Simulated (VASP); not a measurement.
# Sb (C2/c) in VASP: further runs

The runs below take Sb through single point, with RPBE.

Everything below comes from runs of VASP 6.6.1. Logs are shortened: lines on timing, memory, paths and dates and some standing lists are left out, and cuts for length are marked.

### Step 1. The cell of the first run

The typed cell holds 2 atoms: a = 4.598 Å, b = 4.598 Å, c = 4.620 Å, α = 97.10°, β = 97.10°, γ = 138.66°.

### Step 2. Single point, RPBE

Input file INCAR:

```
ALGO = Normal
EDIFF = 1E-6
ENCUT = 520
GGA = RP
ISIF = 2
ISMEAR = -1
LASPH = T
LCHARG = F
LREAL = F
LWAVE = F
NBANDS = 12
NELM = 60
PREC = Accurate
SIGMA = 0.1
```

Input file KPOINTS:

```
k-points
0
Gamma
  18 18 12
```

Input file POSCAR:

```
Sb
1.0
   -3.0410516694      3.0424596570      1.6230578054
    3.0424596570     -3.0410516694      1.6230578054
    3.0592916550      3.0592916550     -1.6204790736
Sb
2
Direct
    0.9999850888      0.0000149112      0.0000000000
    0.7500149112      0.2499850888      0.5000000000
```

Potentials or basis: VASP PAW PBE potentials, release 64 (Sb).

On the command line:

```sh
$ cat potpaw_PBE.64/Sb/POTCAR > POTCAR
$ mpirun -np 1 vasp_std > vasp.out
```

OUTCAR:

```text
EDIFF = 1E-6
   ENCUT = 520
   GGA = RP
   ISIF = 2
   ISMEAR = -1
   LASPH = T
   LREAL = F
   NELM = 60
   PREC = Accurate

 ion  position               nearest neighbor table
   1  1.000  0.000  0.000-   2 3.16   2 3.16   2 3.16   2 3.16
   2  0.750  0.250  0.500-   1 3.16   1 3.16   1 3.16   1 3.16

  LATTYP: Found a base centered monoclinic cell.
 ALAT       =     3.2461162215
 B/A-ratio  =     2.6503623523
 C/A-ratio  =     1.4232420217
 COS(beta)  =    -0.3501778584

  Lattice vectors:

 A1 = (  -3.0410516694,   3.0424596570,   1.6230578054)
 A2 = (   3.0424596570,  -3.0410516694,   1.6230578054)
 A3 = (   3.0592916550,   3.0592916550,  -1.6204790736)

Analysis of symmetry for initial positions (statically):
=====================================================================
 Subroutine PRICEL returns:
 Original cell was already a primitive cell.

 Routine SETGRP: Setting up the symmetry group for a
 base centered monoclinic supercell.

 Subroutine GETGRP returns: Found  4 space group operations
 (whereof  2 operations were pure point group operations)
 out of a pool of  4 trial point group operations.

The static configuration has the point symmetry C_2 .
 The point group associated with its full space group is C_2h.

Analysis of symmetry for dynamics (positions and initial velocities):
=====================================================================
 Subroutine PRICEL returns:
 Original cell was already a primitive cell.

 Routine SETGRP: Setting up the symmetry group for a
 base centered monoclinic supercell.

 Subroutine GETGRP returns: Found  4 space group operations
 (whereof  2 operations were pure point group operations)
 out of a pool of  4 trial point group operations.

The dynamic configuration has the point symmetry C_2 .
 The point group associated with its full space group is C_2h.

 Subroutine INISYM returns: Found  4 space group operations
 (whereof  2 operations are pure point group operations),
 and found     1 'primitive' translations

----------------------------------------------------------------------------------------

                                     Primitive cell

  volume of cell :      60.4281

  direct lattice vectors                    reciprocal lattice vectors
    -3.041051669  3.042459657  1.623057805    -0.000619689  0.163759063  0.307989740
     3.042459657 -3.041051669  1.623057805     0.163759063 -0.000619689  0.307989740
     3.059291655  3.059291655 -1.620479074     0.163398985  0.163398985 -0.000141747

  length of vectors
[... 93 lines left out ...]
   NELECT =      10.0000    total number of electrons
   NUPDOWN=      -1.0000    fix difference up-down
   EMIN   =  10.00;   EMAX   =-10.00  energy-range for DOS
   EFERMI =   0.00;   METHOD = LEGACY
   ISMEAR =    -1;   SIGMA  =   0.10  broadening in eV -4-tet -1-fermi 0-gaus
   EFERMI_NEDOS =   21; number of points for ismear=-14 and -15
   IALGO  =     38    algorithm
   IMIX   =      4    mixing-type and parameters
     AMIX     =   0.40;   BMIX     =  1.00
     AMIX_MAG =   1.60;   BMIX_MAG =  1.00
  volume/ion in A,a.u.               =      30.21       203.89
  Fermi-wavevector in a.u.,A,eV,Ry     =   0.898797  1.698481 10.991288  0.807837
  Thomas-Fermi vector in A             =   2.021552
   LORBIT       =      0    0 simple, 1 ext, 2 COOP (PROOUT), +10 PAW based schemes
   GGA     = RP    functional components
   LHFCALC =     F    Hartree Fock is set to
   AEXX    =    0.0000 exact exchange contribution
   IVDW    =     0    specifies the selected vdW correction
   LEPSILON=     F    determine dielectric tensor
   LRPA    =     F    only Hartree local field effects (RPA)
 non-spin polarized calculation
  energy-cutoff  :      520.00
  volume of cell :       60.43
 maximum number of plane-waves:      1653
 NGX is ok and might be reduce to    36
   NGX = 17   NGY = 17   NGZ = 17

 number of electron      10.0000000 magnetization

 Free energy of the ion-electron system (eV)
  ---------------------------------------------------
  ext. energy  EPLUGINS =         0.00000000
  ---------------------------------------------------
  free energy    TOTEN  =        -7.30916777 eV

  energy without entropy =       -7.27304741  energy(sigma->0) =       -7.29110759

 E-fermi :   7.1609     XC(G=0):  -9.5763

 val. band max:        7.1544848266   @ k =  -0.4444   0.3333   0.1667
 cond. band min:       7.1622731943   @ k =   0.3889   0.3333   0.0833
 fundamental gap:      0.0077883676
 Fermi energy:         7.1608652071

 k-point     1 :       0.0000    0.0000    0.0000
  band No.  band energies     occupation
      1      -5.0593      2.00000
      2       0.1464      2.00000
      3       3.8613      2.00000
      4       3.9307      2.00000
      5       9.4976      0.00000
      6      10.6038      0.00000
      7      10.6325      0.00000
      8      11.3082      0.00000
      9      11.4216      0.00000
     10      14.6724      0.00000
     11      15.3599      0.00000
     12      15.9918      0.00000
[... 331 lines left out ...]
 k-point    24 :      -0.2222    0.0556   -0.0000
  band No.  band energies     occupation
      1      -4.4891      2.00000
      2      -0.1651      2.00000
      3       3.9148      2.00000
      4       5.1701      2.00000
      5       8.0170      0.00038
      6       8.8233      0.00000
      7       9.4691      0.00000
      8      10.4241      0.00000
      9      10.7877      0.00000
     10      14.2202      0.00000
     11      14.4034      0.00000
     12      15.7378      0.00000

 [... further k-points ...]

------------------------ aborting loop because EDIFF is reached ----------------------------------------

  FORCE on cell =-STRESS in cart. coord.  units (eV):
  Direction    XX          YY          ZZ          XY          YZ          ZX
  --------------------------------------------------------------------------------------
  -------------------------------------------------------------------------------------
  Total        0.0212449      0.0212449     -0.1341584     -0.0138409      0.0011943      0.0011943
  in kB        0.5632830      0.5632830     -3.5570455     -0.3669740      0.0316665      0.0316666
  external PRESSURE =      -0.8101598 kB  Pullay stress =       0.0000000 kB

 VOLUME and BASIS-vectors are now :
 -----------------------------------------------------------------------------
  energy-cutoff  :      520.00
  volume of cell :       60.43
      direct lattice vectors                 reciprocal lattice vectors
    -3.041051669  3.042459657  1.623057805    -0.000619689  0.163759063  0.307989740
     3.042459657 -3.041051669  1.623057805     0.163759063 -0.000619689  0.307989740
     3.059291655  3.059291655 -1.620479074     0.163398985  0.163398985 -0.000141747

 POSITION                                       TOTAL-FORCE (eV/Angst)
 -----------------------------------------------------------------------------------
     -3.04096      3.04237      1.62306         0.001232     -0.001232     -0.000000
      0.00938      3.05132      0.81282        -0.001232      0.001232      0.000000
 -----------------------------------------------------------------------------------
    total drift:                                0.000000      0.000000     -0.000000

  FREE ENERGIE OF THE ION-ELECTRON SYSTEM (eV)
  ---------------------------------------------------
  free  energy   TOTEN  =        -7.3091677732 eV

  energy  without entropy=       -7.2730474100  energy(sigma->0) =       -7.29110759
```

OSZICAR:

```text
N       E                     dE             d eps       ncg     rms          rms(c)
DAV:   1     0.279230834775E+02    0.27923E+02   -0.34243E+03 24888   0.631E+02
DAV:   2    -0.579584403581E+01   -0.33719E+02   -0.32586E+02 33120   0.102E+02
DAV:   3    -0.728876880158E+01   -0.14929E+01   -0.14744E+01 30576   0.222E+01
DAV:   4    -0.730093522736E+01   -0.12166E-01   -0.12163E-01 28524   0.247E+00
DAV:   5    -0.730106343220E+01   -0.12820E-03   -0.12820E-03 30168   0.281E-01    0.254E+00
DAV:   6    -0.730582923885E+01   -0.47658E-02   -0.26474E-03 28356   0.334E-01    0.149E+00
DAV:   7    -0.730903590529E+01   -0.32067E-02   -0.59864E-03 28160   0.499E-01    0.983E-02
DAV:   8    -0.730916164214E+01   -0.12574E-03   -0.17663E-04 30892   0.943E-02    0.113E-02
DAV:   9    -0.730916749023E+01   -0.58481E-05   -0.63477E-06 29496   0.170E-02    0.248E-03
DAV:  10    -0.730916777316E+01   -0.28294E-06   -0.56952E-07 22152   0.475E-03
   1 F= -.73091678E+01 E0= -.72911076E+01  d E =-.361204E-01
```

Run time: 7.3 min. Hardware: 1 thread of Intel Xeon Platinum 8488C (Sapphire Rapids), shared host; peak memory 0.71 GiB.

What came out:

```
Free energy            : -7.3092 eV
Pressure               : -0.1 GPa
Band gap on the k mesh : zero (bands 5 and 6 overlap by 5.44 eV)
```

Stress tensor (GPa, compression positive):
```
 0.06 -0.04  0.00
-0.04  0.06  0.00
 0.00  0.00 -0.36
```

Levels at points of the mesh, in eV from the Fermi level:
| k point | band 2 | band 3 | band 4 | band 5 | band 6 | band 7 | band 8 | band 9 |
| --- | --- | --- | --- | --- | --- | --- | --- | --- |
| (0.00, 0.00, 0.00) | -7.01 | -3.30 | -3.23 | 2.34 | 3.44 | 3.47 | 4.15 | 4.26 |
| (0.50, 0.00, 0.00) | -7.30 | -4.17 | -3.05 | -2.42 | 0.69 | 1.23 | 1.99 | 5.58 |
| (0.50, 0.50, 0.00) | -10.39 | -1.17 | -1.16 | -0.65 | -0.64 | 3.88 | 3.90 | 7.70 |
| (0.00, 0.00, 0.50) | -10.41 | -1.12 | -1.12 | -0.58 | -0.58 | 3.91 | 3.91 | 7.72 |
| (0.50, 0.00, 0.50) | -7.31 | -4.18 | -3.06 | -2.42 | 0.67 | 1.23 | 2.00 | 5.58 |
| (0.50, 0.50, 0.50) | -9.71 | -5.40 | -5.40 | 3.21 | 3.21 | 5.54 | 5.54 | 9.80 |

Caveat: the PAW data sets were made with another functional, which shifts forces and pressure a little; spin-orbit coupling is left out, which moves the levels of the heavy elements.

### Step 3. Single point, RPBE (26.59 Å³/atom)

This run uses another cell than the first one, of 26.59 Å³/atom.

Input file INCAR:

```
SYSTEM = Sb
ALGO = Normal
EDIFF = 1E-6
ENCUT = 520
GGA = RP
ISIF = 2
ISMEAR = -1
LASPH = .True.
LCHARG = .False.
LREAL = .False.
LWAVE = .False.
NBANDS = 12
NELM = 100
PREC = Accurate
SIGMA = 0.1
```

Input file KPOINTS:

```
k-points
0
Gamma
  12 12 8
  0 0 0
```

Input file POSCAR:

```
Sb
1.0
   -2.9141910711      2.9155403230      1.5553502796
    2.9155403230     -2.9141910711      1.5553502796
    2.9316701569      2.9316701569     -1.5528791222
Sb
2
Direct
    0.9999850888      0.0000149112      0.0000000000
    0.7500149112      0.2499850888      0.5000000000
```

Potentials or basis: VASP PAW PBE potentials, release 64 (Sb).

On the command line:

```sh
$ cat potpaw_PBE.64/Sb/POTCAR > POTCAR
$ mpirun -np 1 vasp_std > vasp.out
```

It took 3.4 min on 1 thread of Intel Xeon 8259CL, shared host; peak memory 0.33 GiB.

It converged, with:

| Property | Result |
| --- | --- |
| Free energy | -7.1288 eV |
| Pressure | 8.9 GPa |
| Band gap on the k mesh | zero (bands 5 and 6 overlap by 5.80 eV) |

Stress tensor (GPa, compression positive):
```
 8.74  0.16 -0.03
 0.16  8.74 -0.03
-0.03 -0.03  9.08
```

Levels at points of the mesh, in eV from the Fermi level:
```tsv
k point	band 2	band 3	band 4	band 5	band 6	band 7	band 8	band 9
(0.00, 0.00, 0.00)	-6.85	-3.85	-3.77	1.86	3.89	3.92	4.80	4.96
(0.50, 0.00, 0.00)	-7.54	-4.57	-3.55	-2.84	0.79	0.93	2.37	5.62
(0.50, 0.50, 0.00)	-11.14	-1.43	-1.43	-0.65	-0.65	4.36	4.38	8.01
(0.00, 0.00, 0.50)	-11.16	-1.38	-1.38	-0.57	-0.57	4.39	4.39	8.03
(0.50, 0.00, 0.50)	-7.54	-4.57	-3.56	-2.85	0.77	0.92	2.37	5.62
(0.50, 0.50, 0.50)	-10.20	-6.30	-6.30	3.52	3.52	6.51	6.51	10.50
```

Caveat: the cell stands under pressure; the PAW data sets were made with another functional, which shifts forces and pressure a little; spin-orbit coupling is left out, which moves the levels of the heavy elements.

### Step 4. Single point, RPBE (27.80 Å³/atom)

This run uses another cell than the first one, of 27.80 Å³/atom.

Input file INCAR:

```
SYSTEM = Sb
  PREC = Accurate
  ENCUT = 520
  EDIFF = 1E-6
  ISMEAR = -1
  SIGMA = 0.1
  LREAL = .False.
  LASPH = .True.
  NELM = 60
  ALGO = Normal
  ISIF = 2
  LWAVE = .False.
  LCHARG = .False.
  GGA = RP
  NBANDS = 12
```

Input file KPOINTS:

```
Automatic mesh
0
Gamma
  12 12 8
  0 0 0
```

Input file POSCAR:

```
Sb
1.0
   -2.9576928736      2.9590622666      1.5785678858
    2.9590622666     -2.9576928736      1.5785678858
    2.9754328798      2.9754328798     -1.5760598401
Sb
2
Direct
    0.9999850888      0.0000149112      0.0000000000
    0.7500149112      0.2499850888      0.5000000000
```

Potentials or basis: VASP PAW PBE potentials, release 64 (Sb).

On the command line:

```sh
$ cat potpaw_PBE.64/Sb/POTCAR > POTCAR
$ mpirun -np 1 vasp_std > vasp.out
```

OUTCAR:

```text
SYSTEM = Sb
   PREC = Accurate
   ENCUT = 520
   EDIFF = 1E-6
   ISMEAR = -1
   LREAL = .False.
   LASPH = .True.
   NELM = 60
   ISIF = 2
   GGA = RP

 ion  position               nearest neighbor table
   1  1.000  0.000  0.000-   2 3.07   2 3.07   2 3.07   2 3.07
   2  0.750  0.250  0.500-   1 3.07   1 3.07   1 3.07   1 3.07

  LATTYP: Found a base centered monoclinic cell.
 ALAT       =     3.1571363656
 B/A-ratio  =     2.6503623523
 C/A-ratio  =     1.4232420218
 COS(beta)  =    -0.3501778584

  Lattice vectors:

 A1 = (  -2.9576928736,   2.9590622666,   1.5785678858)
 A2 = (   2.9590622666,  -2.9576928736,   1.5785678858)
 A3 = (   2.9754328798,   2.9754328798,  -1.5760598401)

Analysis of symmetry for initial positions (statically):
=====================================================================
 Subroutine PRICEL returns:
 Original cell was already a primitive cell.

 Routine SETGRP: Setting up the symmetry group for a
 base centered monoclinic supercell.

 Subroutine GETGRP returns: Found  4 space group operations
 (whereof  2 operations were pure point group operations)
[... 181 lines left out ...]
      5      10.2566      0.00000
      6      11.9635      0.00000
      7      11.9921      0.00000
      8      12.7967      0.00000
      9      12.9368      0.00000
     10      15.8854      0.00000
     11      16.6357      0.00000
     12      17.4127      0.00000
[... 331 lines left out ...]
 k-point    24 :      -0.4167    0.1667    0.0000
  band No.  band energies     occupation
      1      -2.9285      2.00000
      2       0.0305      2.00000
      3       4.8538      2.00000
      4       6.5712      2.00000
      5       7.6830      1.99077
      6       8.6197      0.03622
      7       9.1198      0.00025
      8      11.5008      0.00000
      9      13.7138      0.00000
     10      15.0360      0.00000
     11      15.5779      0.00000
     12      18.8195      0.00000

 [... further k-points ...]

------------------------ aborting loop because EDIFF is reached ----------------------------------------

  FORCE on cell =-STRESS in cart. coord.  units (eV):
  Direction    XX          YY          ZZ          XY          YZ          ZX
  --------------------------------------------------------------------------------------
  -------------------------------------------------------------------------------------
  Total        1.7651826      1.7651826      1.8712518      0.0482998     -0.0079066     -0.0079066
  in kB       50.8713718     50.8713718     53.9282142      1.3919680     -0.2278626     -0.2278625
  external PRESSURE =      51.8903192 kB  Pullay stress =       0.0000000 kB

 VOLUME and BASIS-vectors are now :
 -----------------------------------------------------------------------------
  energy-cutoff  :      520.00
  volume of cell :       55.59
      direct lattice vectors                 reciprocal lattice vectors
    -2.957692874  2.959062267  1.578567886    -0.000637154  0.168374403  0.316670037
     2.959062267 -2.957692874  1.578567886     0.168374403 -0.000637154  0.316670037
     2.975432880  2.975432880 -1.576059840     0.168004177  0.168004177 -0.000145742

 POSITION                                       TOTAL-FORCE (eV/Angst)
 -----------------------------------------------------------------------------------
     -2.95760      2.95897      1.57857         0.000110     -0.000110      0.000000
      0.00912      2.96768      0.79054        -0.000110      0.000110     -0.000000
 -----------------------------------------------------------------------------------
    total drift:                                0.000000      0.000000     -0.000000

  FREE ENERGIE OF THE ION-ELECTRON SYSTEM (eV)
  ---------------------------------------------------
  free  energy   TOTEN  =        -7.2336439923 eV

  energy  without entropy=       -7.1983309798  energy(sigma->0) =       -7.21598749
```

OSZICAR:

```text
N       E                     dE             d eps       ncg     rms          rms(c)
DAV:   1     0.282932002315E+02    0.28293E+02   -0.34256E+03  7680   0.634E+02
DAV:   2    -0.579085081214E+01   -0.34084E+02   -0.32877E+02 10216   0.104E+02
DAV:   3    -0.721538381441E+01   -0.14245E+01   -0.14061E+01  9452   0.219E+01
DAV:   4    -0.722661170144E+01   -0.11228E-01   -0.11225E-01  8768   0.240E+00
DAV:   5    -0.722672277921E+01   -0.11108E-03   -0.11108E-03  9332   0.265E-01    0.293E+00
DAV:   6    -0.723091765351E+01   -0.41949E-02   -0.16476E-03  8844   0.293E-01    0.174E+00
DAV:   7    -0.723354789030E+01   -0.26302E-02   -0.39058E-03  8812   0.448E-01    0.851E-02
DAV:   8    -0.723363844882E+01   -0.90559E-04   -0.10924E-04  9576   0.772E-02    0.112E-02
DAV:   9    -0.723364315967E+01   -0.47109E-05   -0.49570E-06  9084   0.153E-02    0.226E-03
DAV:  10    -0.723364399233E+01   -0.83266E-06   -0.37360E-07  5988   0.400E-03
   1 F= -.72336440E+01 E0= -.72159875E+01  d E =-.353130E-01
```

It took 3.1 min on 1 thread of Intel Xeon 8259CL, shared host; peak memory 0.34 GiB.

Results:

```
Free energy            : -7.2336 eV
Pressure               : 5.2 GPa
Band gap on the k mesh : zero (bands 5 and 6 overlap by 5.59 eV)
```

Caveat: the cell stands under pressure; the PAW data sets were made with another functional, which shifts forces and pressure a little; spin-orbit coupling is left out, which moves the levels of the heavy elements.

### Step 5. The runs side by side

| cell | k mesh | gap on the mesh (eV) | pressure (GPa) |
| --- | --- | --- | --- |
| a = 4.598, b = 4.598, c = 4.620 Å, angles 97.1, 97.1, 138.7°, 2 atoms | 18 × 18 × 12 | none | -0.1 |
| a = 4.406, b = 4.406, c = 4.427 Å, angles 97.1, 97.1, 138.7°, 2 atoms | 12 × 12 × 8 | none | 8.9 |
| a = 4.472, b = 4.472, c = 4.493 Å, angles 97.1, 97.1, 138.7°, 2 atoms | 12 × 12 × 8 | none | 5.2 |

Alike in all rows: task single point; level RPBE; potentials or basis VASP PAW PBE potentials, release 64 (Sb); no spin polarisation; cutoff (eV) 520; smearing fermi-dirac 0.1 eV.

Caveats: the PAW data sets were made with another functional, which shifts forces and pressure a little; spin-orbit coupling is left out, which moves the levels of the heavy elements; the cell stands under pressure (at least some runs).

Total energies depend on the potentials used, so only differences within one code and one set of settings carry meaning.
